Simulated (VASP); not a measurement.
# TlCl (Pm-3m) in VASP: further runs

Runs on TlCl. Level: LDA. Tasks: elastic constants.

Everything below comes from runs of VASP 6.6.1. Logs are shortened: lines on timing, memory, paths and dates and some standing lists are left out, and cuts for length are marked.

### 1 The cell of the first run

Symmetry: Pm-3m, No. 221, cubic system. Conventional cell: a = 3.694 Å, b = 3.694 Å, c = 3.694 Å, α = 90.00°, β = 90.00°, γ = 90.00°. Within 4.2 Å of Tl (site symmetry m-3m) lie 8 Cl at 3.20 Å and 6 Tl at 3.69 Å. Within 4.2 Å of Cl (site symmetry m-3m) lie 8 Tl at 3.20 Å and 6 Cl at 3.69 Å.

### 2 Elastic constants, LDA

INCAR reads:

```
SYSTEM = TlCl
PREC = Accurate
ENCUT = 500
EDIFF = 1E-8
ISMEAR = 0
SIGMA = 0.01
LREAL = .False.
LASPH = .True.
NELM = 120
ALGO = Normal
ISIF = 3
LWAVE = .False.
LCHARG = .False.
IBRION = 6
NFREE = 2
POTIM = 0.015
NSW = 1
GGA_COMPAT = .False.
```

KPOINTS reads:

```
Automatic mesh
0
Gamma
  6 6 6
  0 0 0
```

POSCAR reads:

```
TlCl
1.0
    3.6938682146      0.0000000000      0.0000000000
    0.0000000000      3.6938682146      0.0000000000
    0.0000000000      0.0000000000      3.6938682146
Tl Cl
1 1
Direct
    0.0000000000      0.0000000000      0.0000000000
    0.5000000000      0.5000000000      0.5000000000
```

Potentials or basis: VASP PAW LDA potentials, release 64 (Tl_d, Cl).

Command:

```bash
cat potpaw_LDA.64/Tl_d/POTCAR potpaw_LDA.64/Cl/POTCAR > POTCAR
mpirun -np 1 vasp_std > vasp.out
```

OUTCAR:

```text
SYSTEM = TlCl
   PREC = Accurate
   ENCUT = 500
   EDIFF = 1E-8
   ISMEAR = 0
   LREAL = .False.
   LASPH = .True.
   NELM = 120
   ISIF = 3
   IBRION = 6
   NFREE = 2
   POTIM = 0.015
   NSW = 1

 ion  position               nearest neighbor table
   1  0.000  0.000  0.000-   2 3.20   2 3.20   2 3.20   2 3.20   2 3.20   2 3.20   2 3.20   2 3.20

   2  0.500  0.500  0.500-   1 3.20   1 3.20   1 3.20   1 3.20   1 3.20   1 3.20   1 3.20   1 3.20

  LATTYP: Found a simple cubic cell.
 ALAT       =     3.6938682146

  Lattice vectors:

 A1 = (   3.6938682146,   0.0000000000,   0.0000000000)
 A2 = (   0.0000000000,   3.6938682146,   0.0000000000)
 A3 = (   0.0000000000,   0.0000000000,   3.6938682146)

Analysis of symmetry for initial positions (statically):
=====================================================================
 Subroutine PRICEL returns:
 Original cell was already a primitive cell.

 Routine SETGRP: Setting up the symmetry group for a
 simple cubic supercell.

 Subroutine GETGRP returns: Found 48 space group operations
 (whereof 48 operations were pure point group operations)
 out of a pool of 48 trial point group operations.

The static configuration has the point symmetry O_h .

Analysis of symmetry for dynamics (positions and initial velocities):
=====================================================================
 Subroutine PRICEL returns:
 Original cell was already a primitive cell.

 Routine SETGRP: Setting up the symmetry group for a
 simple cubic supercell.

 Subroutine GETGRP returns: Found 48 space group operations
 (whereof 48 operations were pure point group operations)
 out of a pool of 48 trial point group operations.

The dynamic configuration has the point symmetry O_h .

 Subroutine INISYM returns: Found 48 space group operations
 (whereof 48 operations are pure point group operations),
 and found     1 'primitive' translations

----------------------------------------------------------------------------------------

                                     Primitive cell

  volume of cell :      50.4016

  direct lattice vectors                    reciprocal lattice vectors
     3.693868215  0.000000000  0.000000000     0.270718916  0.000000000  0.000000000
     0.000000000  3.693868215  0.000000000     0.000000000  0.270718916  0.000000000
     0.000000000  0.000000000  3.693868215     0.000000000  0.000000000  0.270718916

  length of vectors
     3.693868215  3.693868215  3.693868215     0.270718916  0.270718916  0.270718916

  position of ions in fractional coordinates (direct lattice)
     0.000000000  0.000000000  0.000000000
     0.500000000  0.500000000  0.500000000

  ion indices of the primitive-cell ions
   primitive index   ion index
                 1           1
                 2           2

----------------------------------------------------------------------------------------

 KPOINTS: Automatic mesh

Automatic generation of k-mesh.
 Grid dimensions read from file:
 generate k-points for:    6    6    6

 Generating k-lattice:

  Cartesian coordinates                     Fractional coordinates (reciprocal lattice)
     0.045119819  0.000000000  0.000000000     0.166666667  0.000000000  0.000000000
     0.000000000  0.045119819  0.000000000     0.000000000  0.166666667  0.000000000
     0.000000000  0.000000000  0.045119819     0.000000000  0.000000000  0.166666667

  Length of vectors
     0.045119819  0.045119819  0.045119819
[... 106 lines left out ...]
  -------------------------------------------------------------------------------------
  Total        0.0069305      0.0069305      0.0069305      0.0000000      0.0000000     -0.0000000
  in kB        0.2203098      0.2203098      0.2203098      0.0000000      0.0000000     -0.0000000
  external PRESSURE =       0.2203098 kB  Pullay stress =       0.0000000 kB
[... 89 lines left out ...]
  FREE ENERGIE OF THE ION-ELECTRON SYSTEM (eV)
  ---------------------------------------------------
  free  energy   TOTEN  =        -7.0034796168 eV

  energy  without entropy=       -7.0034796168  energy(sigma->0) =       -7.00347962

[... ionic steps 4 to 14 ...]

--------------------------------------- Ionic step       15  -------------------------------------------

 number of electron      19.9999999 magnetization

------------------------ aborting loop because EDIFF is reached ----------------------------------------
[... 67 lines left out ...]
--------------------------------------- Ionic step       17  -------------------------------------------

 number of electron      20.0000000 magnetization

 Free energy of the ion-electron system (eV)
  ---------------------------------------------------
  ext. energy  EPLUGINS =         0.00000000
  ---------------------------------------------------
  free energy    TOTEN  =        -7.00553607 eV

  energy without entropy =       -7.00553607  energy(sigma->0) =       -7.00553607

 E-fermi :   3.9509     XC(G=0): -10.1286

 val. band max:        3.8502644909   @ k =   0.0000   0.5000   0.0000
 cond. band min:       5.3940353948   @ k =   0.5000   0.0000   0.0000
 fundamental gap:      1.5437709039
 Fermi energy:         3.9509013583

 k-point     1 :       0.0000    0.0000    0.0000
  band No.  band energies     occupation
      1     -10.6208      2.00000
      2      -6.3987      2.00000
      3      -6.3987      2.00000
      4      -6.0568      2.00000
      5      -6.0568      2.00000
      6      -6.0568      2.00000
      7      -1.1384      2.00000
      8       1.7400      2.00000
      9       1.7400      2.00000
     10       1.7404      2.00000
     11      11.1384      0.00000
     12      11.1445      0.00000
     13      11.9008      0.00000
     14      11.9008      0.00000
[... 377 lines left out ...]
      1     -10.4549      2.00000
      2      -6.3617      2.00000
      3      -6.3005      2.00000
      4      -6.1100      2.00000
      5      -6.0898      2.00000
      6      -6.0787      2.00000
      7      -1.6442      2.00000
      8       1.2534      2.00000
      9       1.9830      2.00000
     10       2.8029      2.00000
     11       8.9313      0.00000
     12       9.9112      0.00000
     13      11.2772      0.00000
     14      12.1625      0.00000

 [... further k-points ...]

------------------------ aborting loop because EDIFF is reached ----------------------------------------

  FORCE on cell =-STRESS in cart. coord.  units (eV):
  Direction    XX          YY          ZZ          XY          YZ          ZX
  --------------------------------------------------------------------------------------
  -------------------------------------------------------------------------------------
  Total        0.0075643      0.0075228      0.0075228      0.0000000      0.0000000      0.0000000
  in kB        0.2404571      0.2391362      0.2391362      0.0000000      0.0000000      0.0000000
  external PRESSURE =       0.2395765 kB  Pullay stress =       0.0000000 kB
[... 17 lines left out ...]
  FREE ENERGIE OF THE ION-ELECTRON SYSTEM (eV)
  ---------------------------------------------------
  free  energy   TOTEN  =        -7.0055360682 eV

  energy  without entropy=       -7.0055360682  energy(sigma->0) =       -7.00553607

 INTERNAL STRAIN TENSORS FROM STRAINED CELLS
 ============================================

 INTERNAL STRAIN TENSOR FOR ION    1 for displacements in x,y,z  (eV/Angst):
          X           Y           Z          XY          YZ          ZX
  --------------------------------------------------------------------------------
  x     0.00000     0.00000     0.00000     0.00000     0.00000     0.00000
  y     0.00000     0.00000     0.00000     0.00000     0.00000     0.00000
  z     0.00000     0.00000     0.00000     0.00000     0.00000     0.00000

 INTERNAL STRAIN TENSORS FROM DISPLACED ATOMS
 ============================================

 INTERNAL STRAIN TENSOR FOR ION    1 for displacements in x,y,z  (eV/Angst):
          X           Y           Z          XY          YZ          ZX
  --------------------------------------------------------------------------------
  x     0.00000     0.00000     0.00000     0.00000     0.00000     0.00000
  y     0.00000     0.00000     0.00000     0.00000     0.00000     0.00000
  z     0.00000     0.00000     0.00000     0.00000     0.00000     0.00000

 INTERNAL STRAIN TENSOR FOR ION    2 for displacements in x,y,z  (eV/Angst):
          X           Y           Z          XY          YZ          ZX
  --------------------------------------------------------------------------------
  x     0.00000     0.00000     0.00000     0.00000     0.00000     0.00000
  y     0.00000     0.00000     0.00000     0.00000     0.00000     0.00000
  z     0.00000     0.00000     0.00000     0.00000     0.00000     0.00000

 Eigenvectors and eigenvalues of the dynamical matrix
 ----------------------------------------------------

   1 f  =    1.924884 THz    12.094403 2PiTHz   64.207217 cm-1     7.960677 meV
             X         Y         Z           dx          dy          dz
      0.000000  0.000000  0.000000     0.387943   -0.000000    0.000000
      1.846934  1.846934  1.846934    -0.921684   -0.000000    0.000000
[... 21 lines left out ...]
   6 f/i=    0.007229 THz     0.045421 2PiTHz    0.241131 cm-1     0.029896 meV
             X         Y         Z           dx          dy          dz
      0.000000  0.000000  0.000000     0.579434    0.716768    0.000000
      1.846934  1.846934  1.846934     0.243888    0.301692    0.000000

--------------------------------------------------------------------------------------------------------

 ELASTIC MODULI CONTR FROM IONIC RELAXATION (kBar)
 Direction    XX          YY          ZZ          XY          YZ          ZX
 --------------------------------------------------------------------------------
 XX           0.0000      0.0000      0.0000      0.0000      0.0000      0.0000
 YY           0.0000      0.0000      0.0000      0.0000      0.0000      0.0000
 ZZ           0.0000      0.0000      0.0000      0.0000      0.0000      0.0000
 XY           0.0000      0.0000      0.0000      0.0000      0.0000      0.0000
 YZ           0.0000      0.0000      0.0000      0.0000      0.0000      0.0000
 ZX           0.0000      0.0000      0.0000      0.0000      0.0000      0.0000
 --------------------------------------------------------------------------------

 TOTAL ELASTIC MODULI (kBar)
 Direction    XX          YY          ZZ          XY          YZ          ZX
 --------------------------------------------------------------------------------
 XX         552.6653    292.5892    292.5892      0.0000      0.0000      0.0000
 YY         292.5892    552.6653    292.5892      0.0000      0.0000      0.0000
 ZZ         292.5892    292.5892    552.6653     -0.0000      0.0000     -0.0000
 XY           0.0000      0.0000     -0.0000    148.8658      0.0000      0.0000
 YZ           0.0000      0.0000      0.0000      0.0000    148.8658      0.0000
 ZX           0.0000      0.0000     -0.0000      0.0000      0.0000    148.8658
 --------------------------------------------------------------------------------
```

Run time: 2.1 min. Hardware: 1 thread of Intel Xeon 6975P-C (Granite Rapids), shared host; peak memory 0.21 GiB.

What came out:

```yaml
Elastic_constants_C11_C12_C44: 55, 29, 15 GPa
Voigt_bulk_modulus: 38 GPa
Highest_phonon_frequency_at_Γ_LO-TO_splitting_left_out: 64 cm⁻¹
```

Phonon frequencies in cm⁻¹ (negative: imaginary):
```
              q point     frequencies
(0.000, 0.000, 0.000)  0 0 0 64 64 64
```

Elastic tensor in Voigt notation (GPa, in the Cartesian axes of the cell as first typed):
```
55 29 29  0  0  0
29 55 29  0  0  0
29 29 55  0  0  0
 0  0  0 15  0  0
 0  0  0  0 15  0
 0  0  0  0  0 15
```

Clamped-ion elastic tensor (GPa):
```
55 29 29  0  0  0
29 55 29  0  0  0
29 29 55  0  0  0
 0  0  0 15  0  0
 0  0  0  0 15  0
 0  0  0  0  0 15
```

Caveat: spin-orbit coupling is left out, which moves the levels of the heavy elements.

### 3 Elastic constants, LDA

INCAR reads:

```
ALGO = Normal
EDIFF = 1E-8
ENCUT = 500
GGA_COMPAT = F
IBRION = 6
ISIF = 3
ISMEAR = 0
LASPH = T
LCHARG = F
LREAL = F
LWAVE = F
NELM = 120
NFREE = 2
NSW = 1
POTIM = 0.015
PREC = Accurate
SIGMA = 0.01
```

KPOINTS reads:

```
k-points
0
Gamma
  6 6 6
```

POSCAR is that of step 2.

Potentials or basis: VASP PAW LDA potentials, release 64 (Tl_d, Cl).

Command:

```bash
cat potpaw_LDA.64/Tl_d/POTCAR potpaw_LDA.64/Cl/POTCAR > POTCAR
mpirun -np 1 vasp_std > vasp.out
```

OUTCAR:

```text
EDIFF = 1E-8
   ENCUT = 500
   IBRION = 6
   ISIF = 3
   ISMEAR = 0
   LASPH = T
   LREAL = F
   NELM = 120
   NFREE = 2
   NSW = 1
   POTIM = 0.015
   PREC = Accurate

 ion  position               nearest neighbor table
   1  0.000  0.000  0.000-   2 3.20   2 3.20   2 3.20   2 3.20   2 3.20   2 3.20   2 3.20   2 3.20

[... 854 lines left out ...]
             X         Y         Z           dx          dy          dz
      0.000000  0.000000  0.000000     0.387943   -0.000000    0.000000
      1.846934  1.846934  1.846934    -0.921684   -0.000000    0.000000
[... 21 lines left out ...]
   6 f/i=    0.007229 THz     0.045421 2PiTHz    0.241131 cm-1     0.029896 meV
             X         Y         Z           dx          dy          dz
      0.000000  0.000000  0.000000     0.579434    0.716768    0.000000
      1.846934  1.846934  1.846934     0.243888    0.301692    0.000000

--------------------------------------------------------------------------------------------------------

 ELASTIC MODULI CONTR FROM IONIC RELAXATION (kBar)
 Direction    XX          YY          ZZ          XY          YZ          ZX
 --------------------------------------------------------------------------------
 XX           0.0000      0.0000      0.0000      0.0000      0.0000      0.0000
 YY           0.0000      0.0000      0.0000      0.0000      0.0000      0.0000
 ZZ           0.0000      0.0000      0.0000      0.0000      0.0000      0.0000
 XY           0.0000      0.0000      0.0000      0.0000      0.0000      0.0000
 YZ           0.0000      0.0000      0.0000      0.0000      0.0000      0.0000
 ZX           0.0000      0.0000      0.0000      0.0000      0.0000      0.0000
 --------------------------------------------------------------------------------

 TOTAL ELASTIC MODULI (kBar)
 Direction    XX          YY          ZZ          XY          YZ          ZX
 --------------------------------------------------------------------------------
 XX         552.6653    292.5892    292.5892      0.0000      0.0000      0.0000
 YY         292.5892    552.6653    292.5892      0.0000      0.0000      0.0000
 ZZ         292.5892    292.5892    552.6653     -0.0000      0.0000     -0.0000
 XY           0.0000      0.0000     -0.0000    148.8658      0.0000      0.0000
 YZ           0.0000      0.0000      0.0000      0.0000    148.8658      0.0000
 ZX           0.0000      0.0000     -0.0000      0.0000      0.0000    148.8658
 --------------------------------------------------------------------------------
```

OSZICAR:

```text
N       E                     dE             d eps       ncg     rms          rms(c)
DAV:   1     0.100678602716E+03    0.10068E+03   -0.10116E+04   568   0.124E+03
DAV:   2    -0.358530345003E+01   -0.10426E+03   -0.10153E+03   704   0.261E+02
DAV:   3    -0.727241319153E+01   -0.36871E+01   -0.36830E+01   620   0.459E+01
[... 196 lines left out ...]
DAV:  10    -0.700553623547E+01    0.12856E-06   -0.11352E-07  1180   0.176E-03    0.156E-02
DAV:  11    -0.700553615321E+01    0.82255E-07   -0.37660E-08  1198   0.105E-03    0.120E-02
DAV:  12    -0.700553609766E+01    0.55549E-07   -0.43169E-08  1198   0.111E-03    0.716E-03
DAV:  13    -0.700553607167E+01    0.25990E-07   -0.27678E-08  1190   0.917E-04    0.311E-03
DAV:  14    -0.700553606822E+01    0.34515E-08   -0.59482E-09   614   0.448E-04
  17 F= -.70055361E+01 E0= -.70055361E+01  d E =-.652877E-48
```

stdout:

```text
POSCAR found type information on POSCAR TlCl
 POSCAR found :  2 types and       2 ions
 scaLAPACK will be used
 LDA part: xc-table for (Slater(with rela. corr.)+CA(PZ))
 , standard interpolation
 POSCAR, INCAR and KPOINTS ok, starting setup
 FFT: planning ... GRIDC
 FFT: planning ... GRID_SOFT
 FFT: planning ... GRID
 WAVECAR not read
 entering main loop
 Found     2 degrees of freedom:
 Adding 6 more for cell shape distortion
 Finite differences POTIM= 0.01500 DOF=   8
 bond charge predicted
 Finite differences progress:
 bond charge predicted
 Finite differences progress:
 bond charge predicted
 Finite differences progress:
 bond charge predicted
 Finite differences progress:
 bond charge predicted
 Finite differences progress:
 bond charge predicted
 Finite differences progress:
 bond charge predicted
 Finite differences progress:
 bond charge predicted
 Finite differences progress:
 bond charge predicted
 Finite differences progress:
 bond charge predicted
 Finite differences progress:
 bond charge predicted
 Finite differences progress:
 bond charge predicted
 Finite differences progress:
 bond charge predicted
 Finite differences progress:
 bond charge predicted
 Finite differences progress:
 bond charge predicted
 Finite differences progress:
 bond charge predicted
 Finite differences progress:
```

It took 2.1 min on 1 thread of Intel Xeon 6975P-C (Granite Rapids), shared host; peak memory 0.22 GiB.

Results:

- Elastic constants C11, C12, C44: 55, 29, 15 GPa
- Voigt bulk modulus: 38 GPa
- Highest phonon frequency at Γ, LO-TO splitting left out: 64 cm⁻¹

Phonon frequencies in cm⁻¹ (negative: imaginary):
| q point | frequencies |
| --- | --- |
| (0.000, 0.000, 0.000) | 0 0 0 64 64 64 |

Elastic tensor in Voigt notation (GPa, in the Cartesian axes of the cell as first typed):
```
55 29 29  0  0  0
29 55 29  0  0  0
29 29 55  0  0  0
 0  0  0 15  0  0
 0  0  0  0 15  0
 0  0  0  0  0 15
```

Clamped-ion elastic tensor (GPa):
```
55 29 29  0  0  0
29 55 29  0  0  0
29 29 55  0  0  0
 0  0  0 15  0  0
 0  0  0  0 15  0
 0  0  0  0  0 15
```

Caveat: spin-orbit coupling is left out, which moves the levels of the heavy elements.
